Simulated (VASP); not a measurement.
Write the native input for VASP 6.6.1 that does the following.

- Task: single point
- Functional: PBE
- Potentials or basis: VASP PAW PBE potentials, release 64 (In_d, Sb)
- Cutoff: 520 eV
- k mesh: 8 × 8 × 8
- Occupations: gaussian, width 0.15 eV
- Spin: no spin polarisation
- Dipole correction: no
- Further INCAR settings: ALGO = Normal; EDIFF = 1e-07; NBANDS = 22

The structure of InSb3 lies in POSCAR:

```
InSb3
1.0
    4.8138627010     -0.0560815005     -0.0560815005
   -0.0560815005      4.8138627010     -0.0560815005
   -0.0560815005     -0.0560815005      4.8138627010
In Sb
1 3
Direct
    0.0000000000      0.0000000000      0.0000000000
    0.5000000000      0.0000000000      0.5000000000
    0.0000000000      0.5000000000      0.5000000000
    0.5000000000      0.5000000000      0.0000000000
```

These files were run (other wordings do the same):

INCAR

```
SYSTEM = InSb3
ALGO = Normal
EDIFF = 1E-7
ENCUT = 520
GGA = PE
ISIF = 2
ISMEAR = 0
LASPH = .TRUE.
LCHARG = .TRUE.
LELF = .TRUE.
LREAL = .FALSE.
LVHAR = .TRUE.
LWAVE = .FALSE.
NBANDS = 22
NELM = 80
PREC = Accurate
SIGMA = 0.15
```

KPOINTS

```
k-points
0
G
  8 8 8
  0 0 0
```

Potentials or basis: VASP PAW PBE potentials, release 64 (In_d, Sb).

Command:

```sh
$ cat potpaw_PBE.64/In_d/POTCAR potpaw_PBE.64/Sb/POTCAR > POTCAR
$ mpirun -np 1 vasp_std > vasp.out
```

Results of the run:

```json
{
  "Pressure": "0.0 GPa",
  "Band gap on the k mesh": "zero (band 14 reaches 11.07 eV, above the bottom of band 15 at 6.71 eV)"
}
```

Caveat: spin-orbit coupling is left out, which moves the levels of the heavy elements.

Wall time 87 s on 1 thread of Intel(R) Xeon(R) Platinum 8375C CPU @ 2.90GHz (Ice Lake), on a shared host, peak memory 0.3 GiB.
